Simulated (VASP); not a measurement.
A run of VASP 6.6.1 is set up as follows.

Contents of INCAR:

```
SYSTEM = Hg
ALGO = Normal
EDIFF = 1E-6
EDIFFG = -0.005
ENCUT = 600
IBRION = 2
ISIF = 3
ISMEAR = -1
LASPH = .True.
LCHARG = .False.
LREAL = .False.
LWAVE = .False.
NELM = 100
NSW = 45
PREC = Accurate
SIGMA = 0.05
```

The input KPOINTS:

```
k-points
0
Gamma
  14 14 14
  0 0 0
```

The input POSCAR:

```
Hg
1.0
    2.8908624252      0.0000000000      0.0000000000
    0.0000000000      2.8908624252      0.0000000000
    0.0000000000      0.0000000000      2.8908624252
Hg
1
Direct
    0.0000000000      0.0000000000      0.0000000000
```

Potentials or basis: VASP PAW LDA potentials, release 64 (Hg).

Launch:

```console
$ cat potpaw_LDA.64/Hg/POTCAR > POTCAR
$ mpirun -np 1 vasp_std > vasp.out
```

Question: Predict the relaxed volume.

Answer: 24.53 Å³/atom.

Question: What does it give for the band gap on the k mesh?

Answer: Zero (bands 6 and 7 overlap by 7.13 eV).

Question: Predict the relaxed cell.

Answer: a = 2.906 Å, b = 2.906 Å, c = 2.906 Å, α = 90.00°, β = 90.00°, γ = 90.00°.

Step by step:
```csv
step,energy change (eV),largest force (eV/Å),pressure (GPa),volume (Å³)
1,0.0000,0.0000,0.83,24.16
2,-0.0009,0.0000,-0.14,24.60
3,-0.0009,0.0000,0.00,24.53
```

Caveat: spin-orbit coupling is left out, which moves the levels of the heavy elements.
